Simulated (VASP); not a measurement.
# Mo3H in VASP: further runs

Runs on Mo3H. Level: PBE. Tasks: single point.

All numbers are computed with VASP 6.6.1; they aren't measurements. Logs are shortened: lines on timing, memory, paths and dates and some standing lists are left out, and cuts for length are marked.

## Step 1: The cell of the first run

The cell holds a slab with vacuum, 4 atoms: a = 2.737 Å, b = 2.737 Å, c = 21.308 Å, α = 90.00°, β = 90.00°, γ = 109.47°.

## Step 2: Single point, PBE, collinear spin

The input, INCAR:

```
PREC = Accurate
ENCUT = 520
EDIFF = 1E-6
ISMEAR = 0
SIGMA = 0.1
LREAL = F
LASPH = T
NELM = 150
ALGO = Normal
ISIF = 2
LWAVE = F
LCHARG = T
ISPIN = 2
MAGMOM = 0 0 0 1
LORBIT = 11
LMAXMIX = 4
LDIPOL = T
IDIPOL = 3
DIPOL = 0.5 0.5 0.342
GGA = PE
LELF = T
LVHAR = T
LVACPOTAV = T
NBANDS = 34
```

The input, KPOINTS:

```
Automatic mesh
0
Gamma
  10 10 1
```

The input, POSCAR:

```
Mo3H
1.0
    2.7370454666      0.0000000000      0.0000000000
   -0.9123484889      2.5805112132      0.0000000000
    0.0000000000      0.0000000000     21.3082440588
Mo H
3 1
Direct
    0.5000000000      0.5000000000      0.1877207708
    0.0000000000      0.0000000000      0.2888166433
    0.5000000000      0.5000000000      0.3899074948
    1.0000000000      1.0000000000      0.5030092592
```

Potentials or basis: VASP PAW PBE potentials, release 64 (Mo_sv, H).

The run is started by

```
$ cat potpaw_PBE.64/Mo_sv/POTCAR potpaw_PBE.64/H/POTCAR > POTCAR
$ mpirun -np 1 vasp_std > vasp.out
```

OUTCAR:

```text
PREC = Accurate
   ENCUT = 520
   EDIFF = 1E-6
   ISMEAR = 0
   LREAL = F
   LASPH = T
   NELM = 150
   ISIF = 2
   ISPIN = 2
   LORBIT = 11
   GGA = PE

 ion  position               nearest neighbor table
   1  0.500  0.500  0.188-   2 2.67   2 2.67   2 3.10   2 3.10
   2  0.000  0.000  0.289-   3 2.67   3 2.67   1 2.67   1 2.67   3 3.10   3 3.10   1 3.10   1 3.10

   3  0.500  0.500  0.390-   2 2.67   2 2.67   2 3.10   2 3.10
   4  0.000  0.000  0.503-

  LATTYP: Found a base centered orthorhombic cell.
 ALAT       =     3.1604678739
 B/A-ratio  =     1.4142135624
 C/A-ratio  =     6.7421169615

  Lattice vectors:

 A1 = (   2.7370454666,   0.0000000000,   0.0000000000)
 A2 = (  -0.9123484889,   2.5805112132,   0.0000000000)
 A3 = (   0.0000000000,   0.0000000000,  21.3082440588)

Analysis of symmetry for initial positions (statically):
=====================================================================
 Subroutine PRICEL returns:
 Original cell was already a primitive cell.

 Routine SETGRP: Setting up the symmetry group for a
 base centered orthorhombic supercell.

 Subroutine GETGRP returns: Found  4 space group operations
 (whereof  4 operations were pure point group operations)
 out of a pool of  8 trial point group operations.

The static configuration has the point symmetry C_2v.

Analysis of symmetry for dynamics (positions and initial velocities):
=====================================================================
 Subroutine PRICEL returns:
 Original cell was already a primitive cell.

 Routine SETGRP: Setting up the symmetry group for a
 base centered orthorhombic supercell.

 Subroutine GETGRP returns: Found  4 space group operations
 (whereof  4 operations were pure point group operations)
 out of a pool of  8 trial point group operations.

The dynamic configuration has the point symmetry C_2v.

Analysis of structural, dynamic, and magnetic symmetry:
=====================================================================
 Subroutine PRICEL returns:
 Original cell was already a primitive cell.

 Routine SETGRP: Setting up the symmetry group for a
 base centered orthorhombic supercell.

 Subroutine GETGRP returns: Found  4 space group operations
 (whereof  4 operations were pure point group operations)
 out of a pool of  8 trial point group operations.

The overall configuration has the point symmetry C_2v.

 Subroutine INISYM returns: Found  4 space group operations
 (whereof  4 operations are pure point group operations),
 and found     1 'primitive' translations

----------------------------------------------------------------------------------------

                                     Primitive cell

  volume of cell :     150.4996

  direct lattice vectors                    reciprocal lattice vectors
     2.737045467  0.000000000  0.000000000     0.365357467  0.129173371  0.000000000
    -0.912348489  2.580511213  0.000000000     0.000000000  0.387520114  0.000000000
     0.000000000  0.000000000 21.308244059     0.000000000  0.000000000  0.046930193

  length of vectors
     2.737045467  2.737045467 21.308244059     0.387520114  0.387520114  0.046930193

  position of ions in fractional coordinates (direct lattice)
     0.500000000  0.500000000  0.187720771
     0.000000000  0.000000000  0.288816643
     0.500000000  0.500000000  0.389907495
     0.000000000  0.000000000  0.503009259

  ion indices of the primitive-cell ions
   primitive index   ion index
                 1           1
                 2           2
                 3           3
                 4           4

----------------------------------------------------------------------------------------

 KPOINTS: Automatic mesh

Automatic generation of k-mesh.
 Grid dimensions read from file:
 generate k-points for:   10   10    1

 Generating k-lattice:

  Cartesian coordinates                     Fractional coordinates (reciprocal lattice)
     0.036535747  0.012917337  0.000000000     0.100000000  0.000000000  0.000000000
     0.000000000  0.038752011  0.000000000     0.000000000  0.100000000  0.000000000
     0.000000000  0.000000000  0.046930193     0.000000000  0.000000000  1.000000000

  Length of vectors
     0.038752011  0.038752011  0.046930193

  Shift w.r.t. Gamma in fractional coordinates (k-lattice)
     0.000000000  0.000000000  0.000000000

 Subroutine IBZKPT returns following result:
 ===========================================

 Found     31 irreducible k-points:

 Following reciprocal coordinates:
            Coordinates               Weight
  0.000000  0.000000  0.000000      1.000000
  0.100000  0.000000  0.000000      4.000000
  0.200000  0.000000  0.000000      4.000000
  0.300000 -0.000000  0.000000      4.000000
  0.400000  0.000000  0.000000      4.000000
  0.500000 -0.000000  0.000000      2.000000
[... 16 lines left out ...]
  0.300000  0.300000  0.000000      2.000000
  0.400000  0.300000  0.000000      4.000000
 [... further k-points ...]
   k-points           NKPTS =     31   k-points in BZ     NKDIM =     31   number of bands    NBANDS=     34
   number of dos      NEDOS =    301   number of ions     NIONS =      4
   total plane-waves  NPLWV =  64000
   dimension x,y,z NGX =    20 NGY =   20 NGZ =  160
   dimension x,y,z NGXF=    40 NGYF=   40 NGZF=  320
   ions per type =               3   1
   NGX,Y,Z   is equivalent  to a cutoff of  12.15, 12.15, 12.48 a.u.
   NGXF,Y,Z  is equivalent  to a cutoff of  24.30, 24.30, 24.97 a.u.
 SYSTEM =  unknown system
   PREC   = accura    normal or accurate (medium, high low for compatibility)
   ISTART =      0    job   : 0-new  1-cont  2-samecut
   ICHARG =      2    charge: 1-file 2-atom 10-const
   ISPIN  =      2    spin polarized calculation?
   LNONCOLLINEAR =      F non collinear calculations
   LSORBIT =      F    spin-orbit coupling
   LASPH  =      T    aspherical Exc in radial PAW
   ENCUT  =  520.0 eV  38.22 Ry    6.18 a.u.   5.09  5.09 39.62*2*pi/ulx,y,z
   NELM   =    150;   NELMIN=  2; NELMDL= -5     # of ELM steps
   EDIFF  = 0.1E-05   stopping-criterion for ELM
   LREAL  =      F    real-space projection
   EDIFFG = 0.1E-04   stopping-criterion for IOM
   NSW    =      0    number of steps for IOM
   IBRION =     -1    ionic relax: 0-MD 1-quasi-New 2-CG
   NFREE  =      0    steps in history (QN), initial steepest desc. (CG)
   ISIF   =      2    stress and relaxation
   ISYM   =      2    0-nonsym 1-usesym 2-fastsym
   POTIM  = 0.5000    time-step for ionic-motion
   TEBEG  =    0.0;   TEEND  =   0.0 temperature during run
   PSTRESS=    0.0 pullay stress
   NELECT =      43.0000    total number of electrons
   NUPDOWN=      -1.0000    fix difference up-down
   EMIN   =  10.00;   EMAX   =-10.00  energy-range for DOS
   EFERMI =   0.00;   METHOD = LEGACY
   ISMEAR =     0;   SIGMA  =   0.10  broadening in eV -4-tet -1-fermi 0-gaus
   EFERMI_NEDOS =   21; number of points for ismear=-14 and -15
   IALGO  =     38    algorithm
   IMIX   =      4    mixing-type and parameters
     AMIX     =   0.40;   BMIX     =  1.00
     AMIX_MAG =   1.60;   BMIX_MAG =  1.00
  volume/ion in A,a.u.               =      37.62       253.91
  Fermi-wavevector in a.u.,A,eV,Ry     =   1.078249  2.037596 15.818426  1.162621
  Thomas-Fermi vector in A             =   2.214183
   LORBIT       =     11    0 simple, 1 ext, 2 COOP (PROOUT), +10 PAW based schemes
   GGA     = PE    functional components
   LHFCALC =     F    Hartree Fock is set to
   AEXX    =    0.0000 exact exchange contribution
   IVDW    =     0    specifies the selected vdW correction
   LEPSILON=     F    determine dielectric tensor
   LRPA    =     F    only Hartree local field effects (RPA)
 spin polarized calculation
 Gauss-broadening in eV      SIGMA  =   0.10
  energy-cutoff  :      520.00
  volume of cell :      150.50
 maximum number of plane-waves:      4094
   NGX = 11   NGY = 11   NGZ = 79

 dipolmoment           0.000000      0.000000     -0.003330 electrons x Angstroem

 number of electron      42.9999994 magnetization       0.0018820

 number of electron      42.9999994 magnetization      -0.0000141

 dipolmoment           0.000000      0.000000      0.040022 electrons x Angstroem

 Free energy of the ion-electron system (eV)
  ---------------------------------------------------
  ext. energy  EPLUGINS =         0.00000000
  ---------------------------------------------------
  free energy    TOTEN  =       -32.15051109 eV

  energy without entropy =      -32.12799358  energy(sigma->0) =      -32.13925234

 E-fermi :   0.5805     XC(G=0):  -5.5473

 val. band max:        0.5760794525   @ k =  -0.2000   0.2000   0.0000
 cond. band min:       0.5846555693   @ k =   0.4000   0.1000   0.0000
 fundamental gap:      0.0085761169
 Fermi energy:         0.5805402472

 spin component 1

 k-point     1 :       0.0000    0.0000    0.0000
  band No.  band energies     occupation
      1     -60.7269      1.00000
      2     -60.5532      1.00000
      3     -60.3924      1.00000
      4     -35.2663      1.00000
      5     -34.6761      1.00000
      6     -34.4321      1.00000
[... 25 lines left out ...]
     32       4.5206      0.00000
     33       5.1509      0.00000

 k-point     2 :       0.1000    0.0000    0.0000
  band No.  band energies     occupation
      1     -60.7099      1.00000
      2     -60.5432      1.00000
      3     -60.3834      1.00000
      4     -35.2375      1.00000
      5     -34.7258      1.00000
      6     -34.4243      1.00000
[... 25 lines left out ...]
     32       5.0853      0.00000
     33       5.6555      0.00000
[... 754 lines left out ...]
     32       9.6799      0.00000
     33      10.2014      0.00000

 k-point    24 :       0.4000    0.3000    0.0000
  band No.  band energies     occupation
      1     -60.4841      1.00000
      2     -60.4051      1.00000
      3     -60.2394      1.00000
      4     -35.1841      1.00000
      5     -35.0617      1.00000
      6     -34.9880      1.00000
[... 25 lines left out ...]
     32       9.0101      0.00000
     33       9.2514      0.00000

 [... further k-points ...]

 spin component 2

 k-point     1 :       0.0000    0.0000    0.0000
  band No.  band energies     occupation
      1     -60.7269      1.00000
      2     -60.5532      1.00000
      3     -60.3925      1.00000
      4     -35.2663      1.00000
      5     -34.6761      1.00000
      6     -34.4321      1.00000
[... 25 lines left out ...]
     32       4.5206      0.00000
     33       5.1427      0.00000

 k-point     2 :       0.1000    0.0000    0.0000
  band No.  band energies     occupation
      1     -60.7100      1.00000
      2     -60.5432      1.00000
      3     -60.3834      1.00000
      4     -35.2375      1.00000
      5     -34.7258      1.00000
      6     -34.4243      1.00000
[... 25 lines left out ...]
     32       5.0823      0.00000
     33       5.6496      0.00000
[... 754 lines left out ...]
     32       9.6793      0.00000
     33      10.2014      0.00000

 k-point    24 :       0.4000    0.3000    0.0000
  band No.  band energies     occupation
      1     -60.4841      1.00000
      2     -60.4051      1.00000
      3     -60.2394      1.00000
      4     -35.1841      1.00000
      5     -35.0617      1.00000
      6     -34.9880      1.00000
[... 25 lines left out ...]
     32       9.0101      0.00000
     33       9.2514      0.00000

 [... further k-points ...]

 [bands above 33 left out]

------------------------ aborting loop because EDIFF is reached ----------------------------------------

  FORCE on cell =-STRESS in cart. coord.  units (eV):
  Direction    XX          YY          ZZ          XY          YZ          ZX
  --------------------------------------------------------------------------------------
  -------------------------------------------------------------------------------------
  Total       -2.7320995     -2.9814295     -3.4557081     -0.3526058      0.0000000      0.0000000
  in kB      -29.0851747    -31.7394723    -36.7885114     -3.7537436      0.0000000      0.0000000
  external PRESSURE =     -32.5377195 kB  Pullay stress =       0.0000000 kB

 VOLUME and BASIS-vectors are now :
 -----------------------------------------------------------------------------
  energy-cutoff  :      520.00
  volume of cell :      150.50
      direct lattice vectors                 reciprocal lattice vectors
     2.737045467  0.000000000  0.000000000     0.365357467  0.129173371  0.000000000
    -0.912348489  2.580511213  0.000000000     0.000000000  0.387520114  0.000000000
     0.000000000  0.000000000 21.308244059     0.000000000  0.000000000  0.046930193

 POSITION                                       TOTAL-FORCE (eV/Angst)
 -----------------------------------------------------------------------------------
      0.91235      1.29026      4.00000         0.000000      0.000000     -0.012444
      0.00000      0.00000      6.15418        -0.000000      0.000000     -0.165341
      0.91235      1.29026      8.30824        -0.000000      0.000000      1.771781
      0.00000      0.00000     10.71824         0.000000      0.000000     -1.593996
 -----------------------------------------------------------------------------------
    total drift:                                0.000000      0.000000      0.000089

  FREE ENERGIE OF THE ION-ELECTRON SYSTEM (eV)
  ---------------------------------------------------
  free  energy   TOTEN  =       -32.1505110878 eV

  energy  without entropy=      -32.1279935834  energy(sigma->0) =      -32.13925234

 vacuum level on the upper side and lower side of the slab         6.253         5.227

 total charge

# of ion       s       p       d       tot
------------------------------------------
    1        2.373   6.131   3.908  12.412
    2        2.384   6.214   3.947  12.545
    3        2.346   6.135   3.892  12.373
    4        0.358   0.001   0.000   0.359
--------------------------------------------------
tot          7.461  18.482  11.748  37.690

 magnetization (x)

# of ion       s       p       d       tot
------------------------------------------
    1       -0.000  -0.000  -0.000  -0.000
    2       -0.000  -0.000  -0.000  -0.000
    3       -0.000  -0.000  -0.000  -0.000
    4        0.000   0.000   0.000   0.000
--------------------------------------------------
tot          0.000  -0.000  -0.000  -0.000
```

Wall time 33 min (1 thread of Intel Xeon 8259CL, shared host); peak memory 0.43 GiB.

Results:

```
Free energy                                           : -32.1505 eV
Largest force                                         : 1.772 eV/Å
Net moment                                            : 0.00 μB per cell
Valence electrons inside the program's atomic spheres : Mo 12.41, 12.54, 12.37; H 0.36
```

Forces in eV/Å, atoms in the order of the input:
```
Mo   0.000  0.000 -0.012
Mo   0.000  0.000 -0.165
Mo   0.000  0.000  1.772
H    0.000  0.000 -1.594
```

## Step 3: Single point, PBE, collinear spin

The input, INCAR:

```
SYSTEM = Mo3H
PREC     = Accurate       ! precision mode
ENCUT    = 520            ! plane-wave cutoff, eV
EDIFF    = 1E-6           ! SCF threshold, eV
ISMEAR   = 0              ! smearing method
SIGMA    = 0.1            ! smearing width, eV
LREAL    = .False.        ! projectors in reciprocal space
LASPH    = .True.         ! aspherical terms in the spheres
NELM     = 150            ! most SCF steps
ALGO     = Normal         ! electronic algorithm
ISIF     = 2              ! what is computed and relaxed
LWAVE    = .False.        ! write WAVECAR
LCHARG   = .True.         ! write CHGCAR
ISPIN    = 2              ! spin polarisation
MAGMOM   = 0 0 0 1        ! initial moments
LORBIT   = 11             ! projections on sites
LMAXMIX  = 4              ! l up to which the mixer works
LDIPOL   = .True.       
IDIPOL   = 3            
DIPOL    = 0.5 0.5 0.320
GGA      = PE             ! functional
LELF     = .True.         ! ELF
LVHAR    = .True.       
LVACPOTAV= .True.       
NBANDS   = 34             ! bands
```

The input, KPOINTS:

```
Automatic mesh
0
Gamma
  10 10 1
  0 0 0
```

Edit POSCAR of step 2 so:

```diff
@@ -11,2 +11,2 @@
     0.5000000000      0.5000000000      0.3899074948
-    1.0000000000      1.0000000000      0.5030092592
+    1.0000000000      1.0000000000      0.4147804969
```

Potentials or basis: VASP PAW PBE potentials, release 64 (Mo_sv, H).

The run is started by

```
$ cat potpaw_PBE.64/Mo_sv/POTCAR potpaw_PBE.64/H/POTCAR > POTCAR
$ mpirun -np 1 vasp_std > vasp.out
```

It took 5.3 min on 1 thread of Intel Xeon 6975P-C (Granite Rapids), shared host; peak memory 0.42 GiB.

The run converged. Its results:

```
Free energy                                           : -33.5867 eV
Largest force                                         : 1.877 eV/Å
Net moment                                            : 0.00 μB per cell
Valence electrons inside the program's atomic spheres : Mo 12.41, 12.54, 12.67; H 0.65
```

Forces on the atoms (eV/Å):
```
Mo   0.000  0.000  0.042
Mo   0.000  0.000 -0.816
Mo   0.000  0.000 -1.103
H    0.000  0.000  1.877
```

Levels at points of the mesh, in eV from the Fermi level:
Spin up:
```
           k point  band 19  band 20  band 21  band 22  band 23  band 24  band 25  band 26
(0.00, 0.00, 0.00)    -1.56    -1.31    -1.13    -1.05     0.02     1.13     1.16     1.26
(0.50, 0.00, 0.00)    -2.08    -1.13     0.90     1.12     1.48     1.53     1.63     2.36
(0.50, 0.50, 0.00)    -0.56    -0.03     0.61     0.76     2.26     2.55     2.57     3.87
```
Spin down:
| k point | band 19 | band 20 | band 21 | band 22 | band 23 | band 24 | band 25 | band 26 |
| --- | --- | --- | --- | --- | --- | --- | --- | --- |
| (0.00, 0.00, 0.00) | -1.56 | -1.31 | -1.13 | -1.05 | 0.02 | 1.13 | 1.16 | 1.26 |
| (0.50, 0.00, 0.00) | -2.08 | -1.13 | 0.90 | 1.12 | 1.48 | 1.53 | 1.63 | 2.36 |
| (0.50, 0.50, 0.00) | -0.56 | -0.03 | 0.61 | 0.76 | 2.26 | 2.55 | 2.57 | 3.87 |
